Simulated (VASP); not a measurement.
# BaTiO3 (P1) in VASP: single point with r2SCAN+U

Aim: the single point of BaTiO3 with r2SCAN+U.

Everything below comes from runs of VASP 6.6.1. Logs are shortened: lines on timing, memory, paths and dates and some standing lists are left out, and cuts for length are marked.

## Step 1: The cell of the first run

The typed cell holds 10 atoms: a = 4.004 Å, b = 5.655 Å, c = 5.670 Å, α = 90.00°, β = 90.21°, γ = 90.00°.

## Step 2: Single point, r2SCAN+U

POSCAR reads:

```
BaTiO3
1.0
   -2.8276681600     -1.6325549700     -2.3177316100
    2.8276681600     -4.8976649200      0.0000000000
   -2.8276681600     -1.6325549700      4.6354632200
Ba Ti O
2 2 6
Direct
    0.0157454600      0.9951067300      0.9732589900
    0.9842545400      0.5048932700      0.5267410100
    0.5038597100      0.9895382000      0.5036220000
    0.4681402900      0.5104618000      0.0243780000
    0.5305500000      0.2316233900      0.7331572700
    0.4862500000      0.7582766100      0.2399427300
    0.4792171100      0.7573442300      0.7334846100
    0.5375828900      0.2527557700      0.2396153900
    0.9908878400      0.0289311200      0.4795032700
    0.0461121600      0.4710688800      0.0036967300
```

INCAR.step1 reads:

```
PREC = Accurate ; ENCUT = 660
ISMEAR = -1 ; SIGMA = 0.05
LREAL = False ; LASPH = True
NELM = 200 ; LMAXMIX = 4
LDAU = True ; LDAUTYPE = 2
LDAUL = -1 2 -1 ; LDAUU = 0 1 0
LDAUJ = 0 0 0 ; NBANDS = 51
GGA = PE ; ALGO = Normal
EDIFF = 1E-5 ; LWAVE = True
LCHARG = False ; GGA_COMPAT = False
KPAR = 4
```

INCAR.step2 reads:

```
PREC = Accurate ; ENCUT = 660
EDIFF = 1E-6 ; ISMEAR = -1
SIGMA = 0.05 ; LREAL = False
LASPH = True ; NELM = 200
ALGO = Normal ; ISIF = 2
LWAVE = False ; LCHARG = False
LMAXMIX = 4 ; LDAU = True
LDAUTYPE = 2 ; LDAUL = -1 2 -1
LDAUU = 0 1 0 ; LDAUJ = 0 0 0
LDAUPRINT = 1 ; METAGGA = R2SCAN
LMIXTAU = True ; NBANDS = 51
ISTART = 1 ; GGA_COMPAT = False
KPAR = 4
```

KPOINTS reads:

```
regular mesh
0
Gamma
  7 5 5
```

Potentials or basis: VASP PAW PBE potentials, release 64 (Ba_sv, Ti_sv, O).

Started as:

```
cat potpaw_PBE.64/Ba_sv/POTCAR potpaw_PBE.64/Ti_sv/POTCAR potpaw_PBE.64/O/POTCAR > POTCAR
cp INCAR.step1 INCAR
mpirun -np 4 vasp_std > vasp.out
cp INCAR.step2 INCAR
mpirun -np 4 vasp_std > vasp.out
```

OUTCAR:

```text
PREC = Accurate
   ENCUT = 660
   EDIFF = 1E-6
   ISMEAR = -1
   LREAL = False
   LASPH = True
   NELM = 200
   ISIF = 2
   METAGGA = R2SCAN
   ISTART = 1

 ion  position               nearest neighbor table
   1  0.016  0.995  0.973-   7 2.67  10 2.70   5 2.72   6 2.76   9 2.81   5 2.81   8 2.84   7 2.87
                             9 2.88   6 2.93   8 2.96  10 2.97   4 3.30   3 3.31   3 3.35   4 3.44
   2  0.984  0.505  0.527-   5 2.66   9 2.71   7 2.71  10 2.72   7 2.74   8 2.80   5 2.92   6 2.94
                             6 2.96   9 2.98  10 2.98   8 3.10   3 3.35   4 3.42   3 3.44   4 3.45
   3  0.504  0.990  0.504-   7 1.85   5 1.89   9 1.97   6 1.99   9 2.07   8 2.12   1 3.31   2 3.35
                             1 3.35   2 3.44   2 3.49   1 3.58   2 3.58   1 3.65
   4  0.468  0.510  0.024-  10 1.71   6 1.86   8 1.92   7 2.16   5 2.30  10 2.33   1 3.30   2 3.42
                             1 3.44   2 3.45   2 3.50   2 3.51   1 3.52   1 3.66
   5  0.531  0.232  0.733-   3 1.89   4 2.30   2 2.66   1 2.72   1 2.81   2 2.92
   6  0.486  0.758  0.240-   4 1.86   3 1.99   1 2.76   1 2.93   2 2.94   2 2.96
   7  0.479  0.757  0.733-   3 1.85   4 2.16   1 2.67   2 2.71   2 2.74   1 2.87
   8  0.538  0.253  0.240-   4 1.92   3 2.12   2 2.80   1 2.84   1 2.96   2 3.10
   9  0.991  0.029  0.480-   3 1.97   3 2.07   2 2.71   1 2.81   1 2.88   2 2.98
  10  0.046  0.471  0.004-   4 1.71   4 2.33   1 2.70   2 2.72   1 2.97   2 2.98

  LATTYP: Found a simple monoclinic cell.
 ALAT       =     4.0041007441
 B/A-ratio  =     1.4123861215
 C/A-ratio  =     1.4160386456
 COS(beta)  =    -0.0036478142

  Lattice vectors:

 A1 = (  -2.8276681600,  -1.6325549700,  -2.3177316100)
 A2 = (   2.8276681600,  -4.8976649200,   0.0000000000)
 A3 = (  -2.8276681600,  -1.6325549700,   4.6354632200)

Analysis of symmetry for initial positions (statically):
=====================================================================
 Subroutine PRICEL returns:
 Original cell was already a primitive cell.

 Routine SETGRP: Setting up the symmetry group for a
 simple monoclinic supercell.

 Subroutine GETGRP returns: Found  1 space group operations
 (whereof  1 operations were pure point group operations)
 out of a pool of  4 trial point group operations.

The static configuration has the point symmetry C_1 .

Analysis of symmetry for dynamics (positions and initial velocities):
=====================================================================
 Subroutine PRICEL returns:
 Original cell was already a primitive cell.

 Routine SETGRP: Setting up the symmetry group for a
 simple monoclinic supercell.

 Subroutine GETGRP returns: Found  1 space group operations
 (whereof  1 operations were pure point group operations)
 out of a pool of  4 trial point group operations.

The dynamic configuration has the point symmetry C_1 .

 Subroutine INISYM returns: Found  1 space group operations
 (whereof  1 operations are pure point group operations),
 and found     1 'primitive' translations

----------------------------------------------------------------------------------------

                                     Primitive cell

  volume of cell :     128.3928

  direct lattice vectors                    reciprocal lattice vectors
    -2.827668160 -1.632554970 -2.317731610    -0.176824143 -0.102089467 -0.143818780
     2.827668160 -4.897664920  0.000000000     0.088412072 -0.153134200  0.000000000
    -2.827668160 -1.632554970  4.635463220    -0.088412072 -0.051044733  0.143818780

  length of vectors
     4.004100744  5.655336320  5.669961395     0.249745628  0.176824143  0.176369217

  position of ions in fractional coordinates (direct lattice)
     0.015745460  0.995106730  0.973258990
     0.984254540  0.504893270  0.526741010
     0.503859710  0.989538200  0.503622000
     0.468140290  0.510461800  0.024378000
     0.530550000  0.231623390  0.733157270
     0.486250000  0.758276610  0.239942730
     0.479217110  0.757344230  0.733484610
[... 110 lines left out ...]
  Fermi-wavevector in a.u.,A,eV,Ry     =   1.398271  2.642349 26.601582  1.955161
  Thomas-Fermi vector in A             =   2.521445
   LORBIT       =      0    0 simple, 1 ext, 2 COOP (PROOUT), +10 PAW based schemes
 LDA+U is selected, type is set to LDAUTYPE =  2
   angular momentum for each species LDAUL =    -1    2   -1
   U (eV)           for each species LDAUU =   0.0  1.0  0.0
   J (eV)           for each species LDAUJ =   0.0  0.0  0.0
   METAGGA = R2SCAN    functional components
   LHFCALC =     F    Hartree Fock is set to
   AEXX    =    0.0000 exact exchange contribution
   IVDW    =     0    specifies the selected vdW correction
   LEPSILON=     F    determine dielectric tensor
   LRPA    =     F    only Hartree local field effects (RPA)
 non-spin polarized calculation
  energy-cutoff  :      660.00
  volume of cell :      128.39
 maximum number of plane-waves:      4985
 NGX is ok and might be reduce to    36
   NGX = 17   NGY = 23   NGZ = 23

atom =   3  type =  2  l = 2

 onsite density matrix

spin component  1

  0.1586 -0.0079  0.0018  0.0622  0.0001
 -0.0079  0.2147  0.0053 -0.0018  0.0695
  0.0018  0.0053  0.1155 -0.0008  0.0060
  0.0622 -0.0018 -0.0008  0.2004 -0.0017
  0.0001  0.0695  0.0060 -0.0017  0.1625

spin component  2

  0.1586 -0.0079  0.0018  0.0622  0.0001
 -0.0079  0.2147  0.0053 -0.0018  0.0695
  0.0018  0.0053  0.1155 -0.0008  0.0060
  0.0622 -0.0018 -0.0008  0.2004 -0.0017
  0.0001  0.0695  0.0060 -0.0017  0.1625

 occupancies and eigenvectors

  o =  0.1102  v = -0.6095 -0.3986  0.0566  0.4222  0.5368  0.0000  0.0000  0.0000  0.0000  0.0000      0.0000  0.0000  0.0000  0.0000  0.0000  0.0000  0.0000  0.0000  0.0000  0.0000
  o =  0.1102  v =  0.0000  0.0000  0.0000  0.0000  0.0000 -0.6095 -0.3986  0.0566  0.4222  0.5368      0.0000  0.0000  0.0000  0.0000  0.0000  0.0000  0.0000  0.0000  0.0000  0.0000
  o =  0.1133  v =  0.2542 -0.1981 -0.8482 -0.1858  0.3771  0.0000  0.0000  0.0000  0.0000  0.0000      0.0000  0.0000  0.0000  0.0000  0.0000  0.0000  0.0000  0.0000  0.0000  0.0000
  o =  0.1133  v =  0.0000  0.0000  0.0000  0.0000  0.0000  0.2542 -0.1981 -0.8482 -0.1858  0.3771      0.0000  0.0000  0.0000  0.0000  0.0000  0.0000  0.0000  0.0000  0.0000  0.0000
  o =  0.1197  v =  0.4728 -0.3593  0.5240 -0.3568  0.4954  0.0000  0.0000  0.0000  0.0000  0.0000      0.0000  0.0000  0.0000  0.0000  0.0000  0.0000  0.0000  0.0000  0.0000  0.0000
  o =  0.1197  v =  0.0000  0.0000  0.0000  0.0000  0.0000  0.4728 -0.3593  0.5240 -0.3568  0.4954      0.0000  0.0000  0.0000  0.0000  0.0000  0.0000  0.0000  0.0000  0.0000  0.0000
  o =  0.2435  v =  0.0000  0.0000  0.0000  0.0000  0.0000 -0.5550 -0.2156 -0.0200 -0.7848 -0.1709      0.0000  0.0000  0.0000  0.0000  0.0000  0.0000  0.0000  0.0000  0.0000  0.0000
  o =  0.2435  v = -0.5550 -0.2156 -0.0200 -0.7848 -0.1709  0.0000  0.0000  0.0000  0.0000  0.0000      0.0000  0.0000  0.0000  0.0000  0.0000  0.0000  0.0000  0.0000  0.0000  0.0000
  o =  0.2650  v =  0.0000  0.0000  0.0000  0.0000  0.0000  0.1799 -0.7914 -0.0486  0.2097 -0.5431      0.0000  0.0000  0.0000  0.0000  0.0000  0.0000  0.0000  0.0000  0.0000  0.0000
  o =  0.2650  v =  0.1799 -0.7914 -0.0486  0.2097 -0.5431  0.0000  0.0000  0.0000  0.0000  0.0000      0.0000  0.0000  0.0000  0.0000  0.0000  0.0000  0.0000  0.0000  0.0000  0.0000

atom =   4  type =  2  l = 2

 onsite density matrix

spin component  1

  0.2040  0.0271 -0.0104  0.0799 -0.0032
  0.0271  0.2095 -0.0019  0.0218  0.0529
 -0.0104 -0.0019  0.1304  0.0035 -0.0060
  0.0799  0.0218  0.0035  0.2060 -0.0010
 -0.0032  0.0529 -0.0060 -0.0010  0.1801

spin component  2

  0.2040  0.0271 -0.0104  0.0799 -0.0032
  0.0271  0.2095 -0.0019  0.0218  0.0529
 -0.0104 -0.0019  0.1304  0.0035 -0.0060
  0.0799  0.0218  0.0035  0.2060 -0.0010
 -0.0032  0.0529 -0.0060 -0.0010  0.1801

 occupancies and eigenvectors

  o =  0.1161  v =  0.5741 -0.1550  0.6007 -0.4935  0.2049  0.0000  0.0000  0.0000  0.0000  0.0000      0.0000  0.0000  0.0000  0.0000  0.0000  0.0000  0.0000  0.0000  0.0000  0.0000
  o =  0.1161  v =  0.0000  0.0000  0.0000  0.0000  0.0000  0.5741 -0.1550  0.6007 -0.4935  0.2049      0.0000  0.0000  0.0000  0.0000  0.0000  0.0000  0.0000  0.0000  0.0000  0.0000
  o =  0.1367  v =  0.3277  0.4111 -0.4257 -0.4931 -0.5469  0.0000  0.0000  0.0000  0.0000  0.0000      0.0000  0.0000  0.0000  0.0000  0.0000  0.0000  0.0000  0.0000  0.0000  0.0000
  o =  0.1367  v =  0.0000  0.0000  0.0000  0.0000  0.0000  0.3277  0.4111 -0.4257 -0.4931 -0.5469      0.0000  0.0000  0.0000  0.0000  0.0000  0.0000  0.0000  0.0000  0.0000  0.0000
  o =  0.1386  v =  0.2831 -0.4475 -0.6751 -0.1477  0.4919  0.0000  0.0000  0.0000  0.0000  0.0000      0.0000  0.0000  0.0000  0.0000  0.0000  0.0000  0.0000  0.0000  0.0000  0.0000
  o =  0.1386  v =  0.0000  0.0000  0.0000  0.0000  0.0000  0.2831 -0.4475 -0.6751 -0.1477  0.4919      0.0000  0.0000  0.0000  0.0000  0.0000  0.0000  0.0000  0.0000  0.0000  0.0000
  o =  0.2374  v =  0.0000  0.0000  0.0000  0.0000  0.0000  0.2937 -0.6487  0.0285  0.3213 -0.6236      0.0000  0.0000  0.0000  0.0000  0.0000  0.0000  0.0000  0.0000  0.0000  0.0000
  o =  0.2374  v =  0.2937 -0.6487  0.0285  0.3213 -0.6236  0.0000  0.0000  0.0000  0.0000  0.0000      0.0000  0.0000  0.0000  0.0000  0.0000  0.0000  0.0000  0.0000  0.0000  0.0000
  o =  0.3013  v = -0.6298 -0.4311  0.0359 -0.6231 -0.1676  0.0000  0.0000  0.0000  0.0000  0.0000      0.0000  0.0000  0.0000  0.0000  0.0000  0.0000  0.0000  0.0000  0.0000  0.0000
  o =  0.3013  v =  0.0000  0.0000  0.0000  0.0000  0.0000 -0.6298 -0.4311  0.0359 -0.6231 -0.1676      0.0000  0.0000  0.0000  0.0000  0.0000  0.0000  0.0000  0.0000  0.0000  0.0000

 number of electron      80.0000001 magnetization

 Free energy of the ion-electron system (eV)
  ---------------------------------------------------
  ext. energy  EPLUGINS =         0.00000000
  ---------------------------------------------------
  free energy    TOTEN  =      -146.05754171 eV

  energy without entropy =     -146.05754171  energy(sigma->0) =     -146.05754171

 E-fermi :   4.8555     XC(G=0): -11.8766

 val. band max:        3.7383953404   @ k =   0.4286   0.0000   0.0000
 cond. band min:       6.4663687651   @ k =   0.0000   0.0000   0.0000
 fundamental gap:      2.7279734247
 Fermi energy:         4.8554663475

 k-point     1 :       0.0000    0.0000    0.0000
  band No.  band energies     occupation
      1     -55.1452      2.00000
      2     -55.1386      2.00000
      3     -30.5806      2.00000
      4     -30.4105      2.00000
      5     -30.4023      2.00000
      6     -30.3393      2.00000
[... 1285 lines left out ...]
     50      10.5724      0.00000
     51      10.8191      0.00000

 [... further k-points ...]

------------------------ aborting loop because EDIFF is reached ----------------------------------------

  FORCE on cell =-STRESS in cart. coord.  units (eV):
  Direction    XX          YY          ZZ          XY          YZ          ZX
  --------------------------------------------------------------------------------------
  -------------------------------------------------------------------------------------
  Total        7.3149337      6.1086002      6.6502562      1.2875396     -0.2257029      1.7793152
  in kB       91.2809878     76.2274939     82.9866657     16.0668420     -2.8164828     22.2035708
  external PRESSURE =      83.4983824 kB  Pullay stress =       0.0000000 kB

 VOLUME and BASIS-vectors are now :
 -----------------------------------------------------------------------------
  energy-cutoff  :      660.00
  volume of cell :      128.39
      direct lattice vectors                 reciprocal lattice vectors
    -2.827668160 -1.632554970 -2.317731610    -0.176824143 -0.102089467 -0.143818780
     2.827668160 -4.897664920  0.000000000     0.088412072 -0.153134200  0.000000000
    -2.827668160 -1.632554970  4.635463220    -0.088412072 -0.051044733  0.143818780

 POSITION                                       TOTAL-FORCE (eV/Angst)
 -----------------------------------------------------------------------------------
      0.01726     -6.48830      4.47501         0.220375     -0.934994      1.379089
     -2.84492     -4.93958      0.16045        -0.000585      1.044721     -1.101648
     -0.05074     -6.49120      1.16671         1.891691     -2.203458     -0.930015
      0.05074     -3.30413     -0.97202        -3.363551      0.703150     -1.334193
     -2.91839     -3.19749      2.16885         0.758396     -0.607301      1.006264
      0.09072     -4.89933     -0.01475        -0.488411      0.250992     -0.383640
     -1.28760     -5.68902      2.28934        -1.591505      0.589053      0.305552
     -1.48295     -2.50673     -0.13524         1.295859     -0.266327     -0.031141
     -4.07597     -2.54219     -0.07389        -1.468333      0.931670     -0.278242
      1.19118     -2.38845     -0.08974         2.746064      0.492494      1.367974
 -----------------------------------------------------------------------------------
    total drift:                               -0.001004      0.001168     -0.002095

  FREE ENERGIE OF THE ION-ELECTRON SYSTEM (eV)
  ---------------------------------------------------
  free  energy   TOTEN  =      -146.0575417123 eV

  energy  without entropy=     -146.0575417122  energy(sigma->0) =     -146.05754171
```

Run time: 5.1 min. Hardware: 4 MPI ranks of Intel Xeon 6975P-C (Granite Rapids), shared host; peak memory 0.78 GiB.

What came out:

```yaml
Free_energy: -146.0575 eV
Pressure: 8.3 GPa
Largest_force: 3.686 eV/Å
Band_gap_on_the_k_mesh: 2.73 eV (least direct gap 2.80 eV)
```

Forces on the atoms (eV/Å):
```
Ba   0.220 -0.935  1.379
Ba  -0.001  1.045 -1.102
Ti   1.892 -2.203 -0.930
Ti  -3.364  0.703 -1.334
O    0.758 -0.607  1.006
O   -0.488  0.251 -0.384
O   -1.592  0.589  0.306
O    1.296 -0.266 -0.031
O   -1.468  0.932 -0.278
O    2.746  0.492  1.368
```

Eigenvalues of the final occupation matrices:
```tsv
site	spin	trace	eigenvalues
site 3 d	1	0.85	0.11 0.11 0.12 0.24 0.26
site 3 d	2	0.85	0.11 0.11 0.12 0.24 0.26
site 4 d	1	0.93	0.12 0.14 0.14 0.24 0.30
site 4 d	2	0.93	0.12 0.14 0.14 0.24 0.30
```

Caveat: the cell stands under pressure; the PAW data sets were made with another functional, which shifts forces and pressure a little; spin-orbit coupling is left out, which moves the levels of the heavy elements.
